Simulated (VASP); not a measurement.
# SnO2 in VASP: further runs

Runs on SnO2. Level: PBE. Tasks: single point, relaxation of the atoms.

Everything below comes from runs of VASP 6.6.1. Logs are shortened: lines on timing, memory, paths and dates and some standing lists are left out, and cuts for length are marked.

### Step 1. The cell of the first run

The structure is tetragonal, space group P4_2/mnm (No. 136). Conventional cell: a = 4.816 Å, b = 4.816 Å, c = 3.234 Å, α = 90.00°, β = 90.00°, γ = 90.00°. Sn (site symmetry mmm) has 6 O at 2.09 Å within 2.8 Å. Within 2.8 Å of O (site symmetry m2m) lie 3 Sn at 2.09 Å and 1 O at 2.64 Å.

### Step 2. Single point, PBE

Input file INCAR:

```
SYSTEM = SnO2
ALGO     = Normal         ! electronic algorithm
EDIFF    = 1E-7           ! SCF threshold, eV
ENCUT    = 520            ! plane-wave cutoff, eV
GGA      = PE             ! functional
ISIF     = 2              ! what is computed and relaxed
ISMEAR   = 0              ! smearing method
LASPH    = .True.         ! aspherical terms in the spheres
LCHARG   = .True.         ! write CHGCAR
LELF     = .True.         ! ELF
LREAL    = .False.        ! projectors in reciprocal space
LVHAR    = .True.       
LWAVE    = .False.        ! write WAVECAR
NBANDS   = 35             ! bands
NELM     = 60             ! most SCF steps
PREC     = Accurate       ! precision mode
SIGMA    = 0.02           ! smearing width, eV
```

Input file KPOINTS:

```
k-points
0
Gamma
  6 6 8
  0 0 0
```

Input file POSCAR:

```
SnO2
1.0
    4.8162639378      0.0000000000      0.0000000000
    0.0000000000      4.8162639378      0.0000000000
    0.0000000000      0.0000000000      3.2343124556
Sn O
2 4
Direct
    0.5000000000      0.5000000000      0.5000000000
    0.0000000000      0.0000000000      0.0000000000
    0.1935318586      0.8064681414      0.5000000000
    0.8064681414      0.1935318586      0.5000000000
    0.3064681414      0.3064681414      0.0000000000
    0.6935318586      0.6935318586      0.0000000000
```

Potentials or basis: VASP PAW PBE potentials, release 64 (Sn_d, O).

The run is started by

```
$ cat potpaw_PBE.64/Sn_d/POTCAR potpaw_PBE.64/O/POTCAR > POTCAR
$ mpirun -np 1 vasp_std > vasp.out
```

OUTCAR:

```text
SYSTEM = SnO2
   EDIFF = 1E-7
   ENCUT = 520
   GGA = PE
   ISIF = 2
   ISMEAR = 0
   LASPH = .True.
   LREAL = .False.
   NELM = 60
   PREC = Accurate

 ion  position               nearest neighbor table
   1  0.500  0.500  0.500-   5 2.09   6 2.09   5 2.09   6 2.09   3 2.09   4 2.09
   2  0.000  0.000  0.000-   3 2.09   4 2.09   3 2.09   4 2.09   5 2.09   6 2.09
   3  0.194  0.806  0.500-   2 2.09   2 2.09   1 2.09
   4  0.806  0.194  0.500-   2 2.09   2 2.09   1 2.09
   5  0.306  0.306  0.000-   1 2.09   1 2.09   2 2.09
   6  0.694  0.694  0.000-   1 2.09   1 2.09   2 2.09

  LATTYP: Found a simple tetragonal cell.
 ALAT       =     4.8162639378
 C/A-ratio  =     0.6715397033

  Lattice vectors:

 A1 = (   4.8162639378,   0.0000000000,   0.0000000000)
 A2 = (   0.0000000000,   4.8162639378,   0.0000000000)
 A3 = (   0.0000000000,   0.0000000000,   3.2343124556)

Analysis of symmetry for initial positions (statically):
=====================================================================
 Subroutine PRICEL returns:
 Original cell was already a primitive cell.

 Routine SETGRP: Setting up the symmetry group for a
 simple tetragonal supercell.

 Subroutine GETGRP returns: Found 16 space group operations
 (whereof  8 operations were pure point group operations)
 out of a pool of 16 trial point group operations.

The static configuration has the point symmetry D_2h.
 The point group associated with its full space group is D_4h.

Analysis of symmetry for dynamics (positions and initial velocities):
=====================================================================
 Subroutine PRICEL returns:
 Original cell was already a primitive cell.

 Routine SETGRP: Setting up the symmetry group for a
 simple tetragonal supercell.

 Subroutine GETGRP returns: Found 16 space group operations
 (whereof  8 operations were pure point group operations)
 out of a pool of 16 trial point group operations.

The dynamic configuration has the point symmetry D_2h.
 The point group associated with its full space group is D_4h.

 Subroutine INISYM returns: Found 16 space group operations
 (whereof  8 operations are pure point group operations),
 and found     1 'primitive' translations

----------------------------------------------------------------------------------------

                                     Primitive cell

  volume of cell :      75.0244

  direct lattice vectors                    reciprocal lattice vectors
     4.816263938  0.000000000  0.000000000     0.207629817  0.000000000  0.000000000
     0.000000000  4.816263938  0.000000000     0.000000000  0.207629817  0.000000000
     0.000000000  0.000000000  3.234312456     0.000000000  0.000000000  0.309184723

  length of vectors
     4.816263938  4.816263938  3.234312456     0.207629817  0.207629817  0.309184723

  position of ions in fractional coordinates (direct lattice)
     0.500000000  0.500000000  0.500000000
     0.000000000  0.000000000  0.000000000
     0.193531859  0.806468141  0.500000000
     0.806468141  0.193531859  0.500000000
     0.306468141  0.306468141  0.000000000
     0.693531859  0.693531859  0.000000000

  ion indices of the primitive-cell ions
   primitive index   ion index
                 1           1
                 2           2
                 3           3
                 4           4
                 5           5
                 6           6

----------------------------------------------------------------------------------------

 KPOINTS: k-points

Automatic generation of k-mesh.
 Grid dimensions read from file:
 generate k-points for:    6    6    8

 Generating k-lattice:

  Cartesian coordinates                     Fractional coordinates (reciprocal lattice)
     0.034604969  0.000000000  0.000000000     0.166666667  0.000000000  0.000000000
     0.000000000  0.034604969  0.000000000     0.000000000  0.166666667  0.000000000
     0.000000000  0.000000000  0.038648090     0.000000000  0.000000000  0.125000000

  Length of vectors
     0.034604969  0.034604969  0.038648090

  Shift w.r.t. Gamma in fractional coordinates (k-lattice)
     0.000000000  0.000000000  0.000000000

 Subroutine IBZKPT returns following result:
 ===========================================

 Found     50 irreducible k-points:

 Following reciprocal coordinates:
            Coordinates               Weight
  0.000000  0.000000  0.000000      1.000000
  0.166667  0.000000  0.000000      4.000000
  0.333333  0.000000  0.000000      4.000000
  0.500000  0.000000  0.000000      2.000000
  0.166667  0.166667  0.000000      4.000000
  0.333333  0.166667  0.000000      8.000000
[... 16 lines left out ...]
  0.333333  0.000000  0.250000      8.000000
  0.500000  0.000000  0.250000      4.000000
 [... further k-points ...]
   k-points           NKPTS =     50   k-points in BZ     NKDIM =     50   number of bands    NBANDS=     35
   number of dos      NEDOS =    301   number of ions     NIONS =      6
   total plane-waves  NPLWV =  31104
   dimension x,y,z NGX =    36 NGY =   36 NGZ =   24
   dimension x,y,z NGXF=    72 NGYF=   72 NGZF=   48
   ions per type =               2   4
   NGX,Y,Z   is equivalent  to a cutoff of  12.43, 12.43, 12.34 a.u.
   NGXF,Y,Z  is equivalent  to a cutoff of  24.85, 24.85, 24.67 a.u.
 SYSTEM =  SnO2
   PREC   = accura    normal or accurate (medium, high low for compatibility)
   ISTART =      0    job   : 0-new  1-cont  2-samecut
   ICHARG =      2    charge: 1-file 2-atom 10-const
   ISPIN  =      1    spin polarized calculation?
   LNONCOLLINEAR =      F non collinear calculations
   LSORBIT =      F    spin-orbit coupling
   LASPH  =      T    aspherical Exc in radial PAW
   ENCUT  =  520.0 eV  38.22 Ry    6.18 a.u.   8.96  8.96  6.01*2*pi/ulx,y,z
   NELM   =     60;   NELMIN=  2; NELMDL= -5     # of ELM steps
   EDIFF  = 0.1E-06   stopping-criterion for ELM
   LREAL  =      F    real-space projection
   EDIFFG = 0.1E-05   stopping-criterion for IOM
   NSW    =      0    number of steps for IOM
   IBRION =     -1    ionic relax: 0-MD 1-quasi-New 2-CG
   NFREE  =      0    steps in history (QN), initial steepest desc. (CG)
   ISIF   =      2    stress and relaxation
   ISYM   =      2    0-nonsym 1-usesym 2-fastsym
   POTIM  = 0.5000    time-step for ionic-motion
   TEBEG  =    0.0;   TEEND  =   0.0 temperature during run
   PSTRESS=    0.0 pullay stress
   NELECT =      52.0000    total number of electrons
   NUPDOWN=      -1.0000    fix difference up-down
   EMIN   =  10.00;   EMAX   =-10.00  energy-range for DOS
   EFERMI =   0.00;   METHOD = LEGACY
   ISMEAR =     0;   SIGMA  =   0.02  broadening in eV -4-tet -1-fermi 0-gaus
   EFERMI_NEDOS =   21; number of points for ismear=-14 and -15
   IALGO  =     38    algorithm
   IMIX   =      4    mixing-type and parameters
     AMIX     =   0.40;   BMIX     =  1.00
     AMIX_MAG =   1.60;   BMIX_MAG =  1.00
  volume/ion in A,a.u.               =      12.50        84.38
  Fermi-wavevector in a.u.,A,eV,Ry     =   1.448800  2.737835 28.558920  2.099021
  Thomas-Fermi vector in A             =   2.566600
   LORBIT       =      0    0 simple, 1 ext, 2 COOP (PROOUT), +10 PAW based schemes
   GGA     = PE    functional components
   LHFCALC =     F    Hartree Fock is set to
   AEXX    =    0.0000 exact exchange contribution
   IVDW    =     0    specifies the selected vdW correction
   LEPSILON=     F    determine dielectric tensor
   LRPA    =     F    only Hartree local field effects (RPA)
 non-spin polarized calculation
 Gauss-broadening in eV      SIGMA  =   0.02
  energy-cutoff  :      520.00
  volume of cell :       75.02
 maximum number of plane-waves:      2052
 NGX is ok and might be reduce to    36
   NGX = 17   NGY = 17   NGZ = 13

 number of electron      52.0000006 magnetization

 Free energy of the ion-electron system (eV)
  ---------------------------------------------------
  ext. energy  EPLUGINS =         0.00000000
  ---------------------------------------------------
  free energy    TOTEN  =       -37.30757437 eV

  energy without entropy =      -37.30757437  energy(sigma->0) =      -37.30757437

 E-fermi :   5.7489     XC(G=0): -11.0070

 val. band max:        5.5975459884   @ k =   0.0000   0.0000   0.0000
 cond. band min:       6.3228721289   @ k =   0.0000   0.0000   0.0000
 fundamental gap:      0.7253261405
 Fermi energy:         5.7489279383

 k-point     1 :       0.0000    0.0000    0.0000
  band No.  band energies     occupation
      1     -15.4449      2.00000
      2     -14.7651      2.00000
      3     -14.5680      2.00000
      4     -14.5408      2.00000
      5     -14.5408      2.00000
      6     -14.4753      2.00000
[... 27 lines left out ...]
     34      17.1591      0.00000
     35      17.9239      0.00000

 k-point     2 :       0.1667    0.0000    0.0000
  band No.  band energies     occupation
      1     -15.4069      2.00000
      2     -14.8081      2.00000
      3     -14.5673      2.00000
      4     -14.5393      2.00000
      5     -14.5392      2.00000
      6     -14.5046      2.00000
[... 27 lines left out ...]
     34      17.2478      0.00000
     35      17.8970      0.00000

 k-point     3 :       0.3333    0.0000    0.0000
  band No.  band energies     occupation
      1     -15.2969      2.00000
      2     -14.9450      2.00000
      3     -14.5649      2.00000
      4     -14.5428      2.00000
      5     -14.5362      2.00000
      6     -14.5361      2.00000
[... 27 lines left out ...]
     34      17.5828      0.00000
     35      17.8735      0.00000
[... 723 lines left out ...]
 k-point    23 :       0.3333    0.0000    0.2500
  band No.  band energies     occupation
      1     -15.2005      2.00000
      2     -15.0754      2.00000
      3     -14.7874      2.00000
      4     -14.6010      2.00000
      5     -14.4735      2.00000
      6     -14.4669      2.00000
[... 27 lines left out ...]
     34      17.5185      0.00000
     35      17.8565      0.00000

 k-point    24 :       0.5000    0.0000    0.2500
  band No.  band energies     occupation
      1     -15.1565      2.00000
      2     -15.1565      2.00000
      3     -14.6805      2.00000
      4     -14.6805      2.00000
      5     -14.4691      2.00000
      6     -14.4691      2.00000
[... 27 lines left out ...]
     34      17.6397      0.00000
     35      17.9013      0.00000

 [... further k-points ...]

------------------------ aborting loop because EDIFF is reached ----------------------------------------

  FORCE on cell =-STRESS in cart. coord.  units (eV):
  Direction    XX          YY          ZZ          XY          YZ          ZX
  --------------------------------------------------------------------------------------
  -------------------------------------------------------------------------------------
  Total        0.7017256      0.7017256      0.8742922      0.0000000      0.0000000      0.0000000
  in kB       14.9856426     14.9856426     18.6708736      0.0000000      0.0000000      0.0000000
  external PRESSURE =      16.2140529 kB  Pullay stress =       0.0000000 kB

 VOLUME and BASIS-vectors are now :
 -----------------------------------------------------------------------------
  energy-cutoff  :      520.00
  volume of cell :       75.02
      direct lattice vectors                 reciprocal lattice vectors
     4.816263938  0.000000000  0.000000000     0.207629817  0.000000000  0.000000000
     0.000000000  4.816263938  0.000000000     0.000000000  0.207629817  0.000000000
     0.000000000  0.000000000  3.234312456     0.000000000  0.000000000  0.309184723

 POSITION                                       TOTAL-FORCE (eV/Angst)
 -----------------------------------------------------------------------------------
      2.40813      2.40813      1.61716         0.000000      0.000000      0.000000
      0.00000      0.00000      0.00000         0.000000      0.000000      0.000000
      0.93210      3.88416      1.61716         0.013469     -0.013469      0.000000
      3.88416      0.93210      1.61716        -0.013469      0.013469     -0.000000
      1.47603      1.47603      0.00000        -0.013469     -0.013469      0.000000
      3.34023      3.34023      0.00000         0.013469      0.013469     -0.000000
 -----------------------------------------------------------------------------------
    total drift:                                0.000000      0.000000      0.000000

  FREE ENERGIE OF THE ION-ELECTRON SYSTEM (eV)
  ---------------------------------------------------
  free  energy   TOTEN  =       -37.3075743716 eV

  energy  without entropy=      -37.3075743716  energy(sigma->0) =      -37.30757437
```

It took 3.9 min on 1 thread of Intel Xeon 8259CL, shared host; peak memory 0.24 GiB.

What came out:

```
Free energy            : -37.3076 eV
Pressure               : 1.6 GPa
Largest force          : 0.019 eV/Å
Band gap on the k mesh : 0.73 eV
```

Forces in eV/Å, atoms in the order of the input:
```
Sn   0.000  0.000  0.000
Sn   0.000  0.000  0.000
O    0.013 -0.013  0.000
O   -0.013  0.013  0.000
O   -0.013 -0.013  0.000
O    0.013  0.013  0.000
```

Caveat: semilocal functionals underestimate gaps, and a narrow one can read as zero; spin-orbit coupling is left out, which moves the levels of the heavy elements.

### Step 3. Single point, PBE

This run uses another cell than the first one, of 12.58 Å³/atom.

Input file INCAR:

```
PREC = Accurate
ENCUT = 520
EDIFF = 1E-6
ISMEAR = 0
SIGMA = 0.02
LREAL = False
LASPH = True
NELM = 80
ALGO = Normal
ISIF = 2
LWAVE = False
LCHARG = False
GGA = PE
NBANDS = 35
```

Input file KPOINTS:

```
regular mesh
0
Gamma
  6 6 8
```

Input file POSCAR:

```
SnO2
1.0
    4.8271903401      0.0000000000      0.0000000000
    0.0000000000      4.8271903401      0.0000000000
    0.0000000000      0.0000000000      3.2381522501
Sn O
2 4
Direct
    0.5000000000      0.5000000000      0.5000000000
    0.0000000000      0.0000000000      0.0000000000
    0.1934234767      0.8065765233      0.5000000000
    0.8065765233      0.1934234767      0.5000000000
    0.3065765233      0.3065765233      0.0000000000
    0.6934234767      0.6934234767      0.0000000000
```

Potentials or basis: VASP PAW PBE potentials, release 64 (Sn_d, O).

The run is started by

```
$ cat potpaw_PBE.64/Sn_d/POTCAR potpaw_PBE.64/O/POTCAR > POTCAR
$ mpirun -np 1 vasp_std > vasp.out
```

Run time: 63 s. Hardware: 1 thread of AMD EPYC 9R45 (Zen 5), shared host; peak memory 0.21 GiB.

Results (log left out):

- Free energy: -37.3110 eV
- Pressure: 0.6 GPa
- Largest force: 0.017 eV/Å
- Band gap on the k mesh: 0.67 eV

Forces on the atoms (eV/Å):
```
Sn   0.000  0.000  0.000
Sn   0.000  0.000  0.000
O    0.012 -0.012  0.000
O   -0.012  0.012  0.000
O   -0.012 -0.012  0.000
O    0.012  0.012  0.000
```

Stress tensor (GPa, compression positive):
```
0.53 0.00 0.00
0.00 0.53 0.00
0.00 0.00 0.82
```

Levels at points of the mesh, in eV from the valence-band top:
```tsv
k point	band 24	band 25	band 26	band 27	band 28	band 29
(0.00, 0.00, 0.00)	-0.74	-0.74	0.00	0.67	5.69	6.06
(0.50, 0.00, 0.00)	-1.21	-0.61	-0.61	3.88	3.88	6.81
(0.50, 0.50, 0.00)	-1.33	-0.85	-0.85	4.27	4.27	7.15
(0.00, 0.00, 0.50)	-1.53	-1.18	-1.18	5.59	5.59	9.36
(0.50, 0.00, 0.50)	-1.02	-0.75	-0.75	5.85	5.85	7.61
(0.50, 0.50, 0.50)	-0.92	-0.78	-0.78	4.35	4.35	8.61
```

Caveat: semilocal functionals underestimate gaps, and a narrow one can read as zero; spin-orbit coupling is left out, which moves the levels of the heavy elements.

### Step 4. Relaxation of the atoms, PBE (shear of c along a, cell held: +1.5 %)

Input file INCAR:

```
SYSTEM = SnO2
ALGO = Normal
EDIFF = 1E-7
EDIFFG = -0.008
ENCUT = 520
GGA = PE
GGA_COMPAT = .FALSE.
IBRION = 2
ISIF = 2
ISMEAR = 0
KPAR = 4
LASPH = .TRUE.
LCHARG = .FALSE.
LREAL = .FALSE.
LWAVE = .FALSE.
NELM = 120
NELMIN = 4
NSW = 60
PREC = Accurate
SIGMA = 0.02
```

Input file KPOINTS:

```
k-points
0
G
  6 6 8
  0 0 0
```

Input file POSCAR:

```
SnO2
1.0
    4.8271903440      0.0000000000      0.0000000000
    0.0000000000      4.8271903440      0.0000000000
    0.0485722838      0.0000000000      3.2381522517
Sn O
2 4
Direct
    0.5000000000      0.5000000000      0.5000000000
    0.0000000000      0.0000000000      0.0000000000
    0.1934234765      0.8065765235      0.5000000000
    0.8065765235      0.1934234765      0.5000000000
    0.3065765235      0.3065765235      0.0000000000
    0.6934234765      0.6934234765      0.0000000000
```

The run is started by

```
$ cat potpaw_PBE.64/Sn_d/POTCAR potpaw_PBE.64/O/POTCAR > POTCAR
$ mpirun -np 4 vasp_std > vasp.out
```

Wall time 71 s (4 MPI ranks of Intel Xeon Platinum 8488C (Sapphire Rapids), shared host); peak memory 0.31 GiB.

The run converged. Its results:

* Free energy: -37.3065 eV
* Energy gained by relaxing: 0.1 meV/atom
* Ionic steps: 4
* Pressure after relaxing: 0.6 GPa
* Band gap on the k mesh: 0.67 eV

Stress tensor (GPa, compression positive):
```
 0.51  0.00 -1.27
 0.00  0.52  0.00
-1.27  0.00  0.77
```

Step by step:
```tsv
step	energy change (eV)	largest force (eV/Å)	pressure (GPa)
1	0.0000	0.0688	0.65
2	-0.0006	0.0294	0.61
3	-0.0008	0.0145	0.58
4	-0.0008	0.0009	0.60
```

Final structure:
```
Sn O
1.0
     4.82719    0.00000    0.00000
     0.00000    4.82719    0.00000
     0.04857    0.00000    3.23815
Sn O
2 4
Direct
  0.50000 0.50000 0.50000
  0.00000 0.00000 0.00000
  0.19356 0.80647 0.49821
  0.80644 0.19353 0.50179
  0.30644 0.30647 0.00179
  0.69356 0.69353 0.99821
```

Levels at points of the mesh, in eV from the valence-band top:
```
           k point  band 23  band 24  band 25  band 26  band 27  band 28  band 29  band 30
(0.00, 0.00, 0.00)    -1.26    -0.74    -0.74     0.00     0.67     5.69     6.05     6.06
(0.50, 0.00, 0.00)    -1.21    -1.21    -0.61    -0.61     3.88     3.88     6.80     6.80
(0.00, 0.50, 0.00)    -1.21    -1.21    -0.60    -0.60     3.88     3.88     6.80     6.80
(0.50, 0.50, 0.00)    -1.33    -1.33    -0.86    -0.86     4.27     4.27     7.15     7.15
(0.00, 0.00, 0.50)    -1.53    -1.53    -1.18    -1.18     5.58     5.58     9.35     9.35
(0.50, 0.00, 0.50)    -1.07    -0.97    -0.79    -0.71     5.81     5.88     7.54     7.67
(0.00, 0.50, 0.50)    -1.02    -1.02    -0.75    -0.75     5.84     5.84     7.60     7.60
(0.50, 0.50, 0.50)    -0.92    -0.92    -0.78    -0.78     4.34     4.34     8.61     8.61
```

Caveat: the cell differs from its parent crystal (shear of c along a, cell held: +1.5 %); semilocal functionals underestimate gaps, and a narrow one can read as zero; spin-orbit coupling is left out, which moves the levels of the heavy elements.

### Step 5. Summary

| task | cell | gap on the mesh (eV) | pressure (GPa) | largest force (eV/Å) |
| --- | --- | --- | --- | --- |
| single point | a = 4.816, b = 4.816, c = 3.234 Å, 6 atoms, atomic positions A | 0.73 | 1.6 | 0.02 |
| single point | a = 4.827, b = 4.827, c = 3.238 Å, 6 atoms, atomic positions B | 0.67 | 0.6 | 0.02 |
| relaxation of the atoms | atoms relaxed from a = 4.827, b = 4.827, c = 3.239 Å, angles 90.0, 89.1, 90.0°, 6 atoms, atomic positions B | 0.67 | 0.6 | - |

Alike in all rows: level PBE; potentials or basis VASP PAW PBE potentials, release 64 (Sn_d, O); no spin polarisation; k mesh 6 × 6 × 8; cutoff (eV) 520; smearing gaussian 0.02 eV.

Caveats: semilocal functionals underestimate gaps, and a narrow one can read as zero; spin-orbit coupling is left out, which moves the levels of the heavy elements.

Total energies depend on the potentials used, so only differences within one code and one set of settings carry meaning.
